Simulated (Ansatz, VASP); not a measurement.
## NaH: VASP beside Ansatz

INCAR

```
PREC = Accurate ; ENCUT = 520
EDIFF = 1E-7 ; ISMEAR = 0
SIGMA = 0.01 ; LREAL = False
LASPH = True ; NELM = 60
ALGO = Normal ; ISIF = 2
LWAVE = False ; LCHARG = False
GGA = PS ; NBANDS = 11
```

Contents of KPOINTS:

```
regular mesh
0
Gamma
  8 8 8
```

File POSCAR:

```
NaH
1.0
    0.0000000000      2.3956768562      2.3956768562
    2.3956768562      0.0000000000      2.3956768562
    2.3956768562      2.3956768562      0.0000000000
Na H
1 1
Direct
   -0.0020870928     -0.0020870928     -0.0020870928
    0.5000000000      0.5000000000      0.5000000000
```

Input for Ansatz:

```yaml
crystal:
  lattice:
    - [0.0, 2.39567685621, 2.39567685621]
    - [2.39567685621, 0.0, 2.39567685621]
    - [2.39567685621, 2.39567685621, 0.0]
  atoms:
    - { symbol: Na, position: [-0.002087092834, -0.002087092834, -0.002087092834] }
    - { symbol: H, position: [0.5, 0.5, 0.5] }
kpoints:
  mp_grid: { grid: [8, 8, 8] }
scf:
  occupations: { method: fixed }
  convergence: { dr2_threshold: 1.0e-10 }
hamiltonian:
  xc: pbesol
  pseudopotentials: { kind: all_electron, lapw: { basis_error: 0.0005 } }
output:
  forces: true
  stress: true
  eigenstates:
    kpoints:
      - [0.0, 0.0, 0.0]
      - [0.0, -0.5, 0.0]
      - [-0.5, 0.0, 0.0]
      - [0.0, 0.0, -0.5]
      - [-0.5, -0.5, -0.5]
      - [-0.25, -0.5, -0.75]
      - [-0.5, -0.25, -0.75]
      - [-0.25, -0.75, -0.5]
      - [-0.5, 0.0, -0.5]
      - [0.0, -0.5, -0.5]
      - [-0.5, -0.5, 0.0]
  eigenvalues: true
```

Change from the starting cell: atom 1 moved by [-0.01, -0.01, -0.01] A.

Alike in both runs: task single point; functional PBEsol; k mesh 8 × 8 × 8; no spin polarisation.

```csv
,VASP,Ansatz
version,VASP 6.6.1,Ansatz 0.2.0
potentials or method,"VASP PAW PBE potentials, release 64 (Na_pv, H), cutoff 520 eV","all-electron LAPW, scalar-relativistic"
occupations,"gaussian, width 0.01 eV",fixed
```

Ansatz gave:

```
gap on the k mesh at the Fermi level (eV) : 3.61
pressure (GPa)                            : 0.0
rms of the force components (eV/Å)        : 0.010
```

Which values does VASP return?

gap on the k mesh at the Fermi level (eV): 3.60; pressure (GPa): 0.0; rms of the force components (eV/Å): 0.010.

VASP's potentials were made for PBE, not for PBEsol. Atom by atom the forces differ by 0.000 eV/Å (rms over components). Ansatz ran all-electron here, and VASP with PAW potentials.
